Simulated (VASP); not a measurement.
# SnO (Romarchite) (P4/nmm) in VASP: further runs, part 2 of 2

VASP 6.6.1. The steps go on from the part before.

**5. Single point, PBEsol**

This run uses another cell than the first one, of 18.16 Å³/atom, 1.095 times its volume.

The input, INCAR:

```
SYSTEM = SnO
ALGO = Normal ; EDIFF = 1E-6
ENCUT = 520 ; GGA = PS
ISIF = 2 ; ISMEAR = -1
LASPH = .True. ; LCHARG = .False.
LREAL = .False. ; LWAVE = .False.
NBANDS = 28 ; NELM = 100
PREC = Accurate ; SIGMA = 0.1
```

The input, KPOINTS:

```
k-points
0
Gamma
  6 6 4
  0 0 0
```

The input, POSCAR:

```
SnO
1.0
    3.8485873114      0.0000000000      0.0000000000
    0.0000000000      3.8485873114      0.0000000000
    0.0000000000      0.0000000000      4.9045020420
Sn O
2 2
Direct
    0.5000000000      0.0000000000      0.2369000000
    0.0000000000      0.5000000000      0.7631000000
    0.0000000000      0.0000000000      0.0000000000
    0.5000000000      0.5000000000      0.0000000000
```

Potentials or basis: VASP PAW PBE potentials, release 64 (Sn_d, O).

On the command line:

```console
> cat potpaw_PBE.64/Sn_d/POTCAR potpaw_PBE.64/O/POTCAR > POTCAR
> mpirun -np 1 vasp_std > vasp.out
```

OUTCAR:

```text
SYSTEM = SnO
   EDIFF = 1E-6
   ENCUT = 520
   GGA = PS
   ISIF = 2
   ISMEAR = -1
   LASPH = .True.
   LREAL = .False.
   NELM = 100
   PREC = Accurate

 ion  position               nearest neighbor table
   1  0.500  0.000  0.237-   3 2.25   4 2.25   4 2.25   3 2.25   2 3.58   2 3.58   2 3.58   2 3.58
                             2 3.75   2 3.75   2 3.75   2 3.75
   2  0.000  0.500  0.763-   3 2.25   4 2.25   3 2.25   4 2.25   1 3.58   1 3.58   1 3.58   1 3.58
                             1 3.75   1 3.75   1 3.75   1 3.75
   3  0.000  0.000  0.000-   1 2.25   2 2.25   2 2.25   1 2.25
   4  0.500  0.500  0.000-   1 2.25   2 2.25   1 2.25   2 2.25

[... 948 lines left out ...]
  -------------------------------------------------------------------------------------
  Total       -1.3749585     -1.3749585     -1.1010867      0.0000000     -0.0000000      0.0000000
  in kB      -30.3251230    -30.3251230    -24.2847969      0.0000000     -0.0000000      0.0000000
  external PRESSURE =     -28.3116810 kB  Pullay stress =       0.0000000 kB

 VOLUME and BASIS-vectors are now :
 -----------------------------------------------------------------------------
  energy-cutoff  :      520.00
  volume of cell :       72.64
      direct lattice vectors                 reciprocal lattice vectors
     3.848587311  0.000000000  0.000000000     0.259835602  0.000000000  0.000000000
     0.000000000  3.848587311  0.000000000     0.000000000  0.259835602  0.000000000
     0.000000000  0.000000000  4.904502042     0.000000000  0.000000000  0.203894298

 POSITION                                       TOTAL-FORCE (eV/Angst)
 -----------------------------------------------------------------------------------
      1.92429      0.00000      1.16188         0.000000      0.000000     -0.217163
      0.00000      1.92429      3.74263         0.000000      0.000000      0.217163
      0.00000      0.00000      0.00000         0.000000      0.000000      0.000000
      1.92429      1.92429      0.00000         0.000000     -0.000000      0.000000
 -----------------------------------------------------------------------------------
    total drift:                                0.000000      0.000000      0.000000

  FREE ENERGIE OF THE ION-ELECTRON SYSTEM (eV)
  ---------------------------------------------------
  free  energy   TOTEN  =       -24.1948806380 eV

  energy  without entropy=      -24.1892655975  energy(sigma->0) =      -24.19207312
```

OSZICAR:

```text
N       E                     dE             d eps       ncg     rms          rms(c)
DAV:   1     0.412446914975E+03    0.41245E+03   -0.19911E+04  1744   0.215E+03
DAV:   2     0.363649308458E+02   -0.37608E+03   -0.36052E+03  1732   0.543E+02
DAV:   3    -0.245950246173E+02   -0.60960E+02   -0.59742E+02  1944   0.179E+02
DAV:   4    -0.274257119760E+02   -0.28307E+01   -0.28189E+01  1892   0.419E+01
DAV:   5    -0.274946171917E+02   -0.68905E-01   -0.68896E-01  1824   0.704E+00    0.108E+01
DAV:   6    -0.242882734036E+02    0.32063E+01   -0.15322E+01  2700   0.438E+01    0.495E+00
DAV:   7    -0.242314413531E+02    0.56832E-01   -0.19129E+00  1964   0.821E+00    0.242E+00
DAV:   8    -0.242045480600E+02    0.26893E-01   -0.29901E-01  1908   0.344E+00    0.757E-01
DAV:   9    -0.241942028439E+02    0.10345E-01   -0.42343E-02  2724   0.209E+00    0.227E-01
DAV:  10    -0.241952768228E+02   -0.10740E-02   -0.67908E-03  2348   0.777E-01    0.145E-01
DAV:  11    -0.241948643619E+02    0.41246E-03   -0.21753E-03  2588   0.421E-01    0.250E-02
DAV:  12    -0.241948842711E+02   -0.19909E-04   -0.23790E-04  1740   0.980E-02    0.272E-02
DAV:  13    -0.241948807527E+02    0.35184E-05   -0.28184E-05  2000   0.350E-02    0.257E-03
DAV:  14    -0.241948806380E+02    0.11468E-06   -0.11790E-06  1256   0.855E-03
   1 F= -.24194881E+02 E0= -.24192073E+02  d E =-.561504E-02
```

Wall time 28 s (1 thread of Intel Xeon 6975P-C (Granite Rapids), shared host); peak memory 0.2 GiB.

Results:

```yaml
Free_energy: -24.1949 eV
Pressure: -2.8 GPa
Largest_force: 0.217 eV/Å
Band_gap_on_the_k_mesh: 0.19 eV, indirect (least direct gap 1.98 eV)
```

Forces on the atoms (eV/Å):
```
Sn   0.000  0.000 -0.217
Sn   0.000  0.000  0.217
O    0.000  0.000  0.000
O    0.000  0.000  0.000
```

Stress tensor (GPa, compression positive):
```
-3.03  0.00  0.00
 0.00 -3.03  0.00
 0.00  0.00 -2.43
```

Caveat: the PAW data sets were made with another functional, which shifts forces and pressure a little; spin-orbit coupling is left out, which moves the levels of the heavy elements. A k mesh can miss the band edges.

**6. Single point, PBEsol**

This run uses another cell than the first one, of 18.68 Å³/atom, 1.126 times its volume.

The input, INCAR:

```
PREC = Accurate ; ENCUT = 520
EDIFF = 1E-6 ; ISMEAR = -1
SIGMA = 0.1 ; LREAL = False
LASPH = True ; NELM = 100
ALGO = Normal ; ISIF = 2
LWAVE = False ; LCHARG = True
GGA = PS ; LELF = True
LVHAR = True ; NBANDS = 28
```

The input, KPOINTS:

```
regular mesh
0
Gamma
  6 6 4
```

The input, POSCAR:

```
SnO
1.0
    3.8852427300      0.0000000000      0.0000000000
    0.0000000000      3.8852427300      0.0000000000
    0.0000000000      0.0000000000      4.9512143967
Sn O
2 2
Direct
    0.5000000000      0.0000000000      0.2369000000
    0.0000000000      0.5000000000      0.7631000000
    0.0000000000      0.0000000000      0.0000000000
    0.5000000000      0.5000000000      0.0000000000
```

Potentials or basis: VASP PAW PBE potentials, release 64 (Sn_d, O).

On the command line:

```console
> cat potpaw_PBE.64/Sn_d/POTCAR potpaw_PBE.64/O/POTCAR > POTCAR
> mpirun -np 1 vasp_std > vasp.out
```

Run time: 33 s. Hardware: 1 thread of Intel Xeon 6975P-C (Granite Rapids), shared host; peak memory 0.21 GiB.

The run converged. Its results:

* Free energy: -24.1451 eV
* Pressure: -5.0 GPa
* Largest force: 0.576 eV/Å
* Band gap on the k mesh: 0.28 eV, indirect (least direct gap 1.94 eV)

Forces on the atoms (eV/Å):
```
Sn   0.000  0.000 -0.576
Sn   0.000  0.000  0.576
O    0.000  0.000  0.000
O    0.000  0.000  0.000
```

Stress tensor (GPa, compression positive):
```
-5.39  0.00  0.00
 0.00 -5.39  0.00
 0.00  0.00 -4.30
```

Levels at points of the mesh, in eV from the valence-band top:
```csv
k point,band 16,band 17,band 18,band 19,band 20,band 21,band 22,band 23,band 24,band 25
"(0.00, 0.00, 0.00)",-5.70,-3.04,-2.75,-2.75,0.00,1.94,4.31,4.69,4.69,5.59
"(0.50, 0.00, 0.00)",-4.50,-4.35,-4.35,-2.38,-2.38,3.09,3.09,5.79,5.79,5.79
"(0.50, 0.50, 0.00)",-4.61,-2.12,-2.12,-1.74,-1.74,0.28,0.28,4.47,4.47,6.98
"(0.00, 0.00, 0.50)",-3.28,-3.11,-2.77,-2.77,-1.87,1.66,3.07,3.07,3.64,7.80
"(0.50, 0.00, 0.50)",-4.95,-4.31,-4.31,-1.49,-1.49,2.54,2.54,5.36,5.36,6.45
"(0.50, 0.50, 0.50)",-5.04,-2.46,-2.46,-2.12,-2.12,2.50,2.50,3.88,3.88,5.46
```

Caveat: the PAW data sets were made with another functional, which shifts forces and pressure a little; spin-orbit coupling is left out, which moves the levels of the heavy elements.

**7. The runs side by side**

```csv
cell,gap on the mesh (eV),pressure (GPa),largest force (eV/Å)
"a = 3.734, b = 3.734, c = 4.759 Å, 4 atoms",none,6.4,1.13
"a = 3.773, b = 3.773, c = 4.808 Å, 4 atoms",none,2.8,0.63
"a = 3.811, b = 3.811, c = 4.857 Å, 4 atoms",-,-0.3,0.18
"a = 3.849, b = 3.849, c = 4.905 Å, 4 atoms",0.19,-2.8,0.22
"a = 3.885, b = 3.885, c = 4.951 Å, 4 atoms",0.28,-5.0,0.58
```

Alike in all rows: task single point; level PBEsol; potentials or basis VASP PAW PBE potentials, release 64 (Sn_d, O); no spin polarisation; k mesh 6 × 6 × 4; cutoff (eV) 520; smearing fermi-dirac 0.1 eV.

Caveats: the PAW data sets were made with another functional, which shifts forces and pressure a little; spin-orbit coupling is left out, which moves the levels of the heavy elements.

Total energies depend on the potentials used, so only differences within one code and one set of settings carry meaning.
